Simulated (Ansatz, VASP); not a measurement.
## One calculation of BiF3, two programs

```
CELL_PARAMETERS angstrom
11.61000 0.00000 0.00000
0.00000 12.02000 0.00000
0.00000 0.00000 10.03000
ATOMIC_POSITIONS crystal
Bi 0.46259 0.49984 0.55118
F 0.61258 0.49984 0.44865
F 0.38760 0.62531 0.44865
F 0.38760 0.37438 0.44865
```

Alike in both runs: task single point; functional PBE; k mesh 1 × 1 × 1; occupations gaussian, width 0.01 eV; non-collinear spin, spin-orbit coupling.

```csv
,VASP,Ansatz
version,VASP 6.6.1,Ansatz 0.2.0
potentials or method,"VASP PAW PBE potentials, release 64 (Bi_d, F), cutoff 520 eV","plane waves, PAW"
valence electrons in the cell,36,36
```

Ansatz gave:

```
rms of the force components (eV/Å) : 0.034
net moment per atom (μB)           : 0.00
```

Problem. Which values does VASP return?

Solution. rms of the force components (eV/Å): 0.087; net moment per atom (μB): 0.00.

Atom by atom the forces differ by 0.088 eV/Å (rms over components). Ansatz's warnings: xc potential rough in thin density.
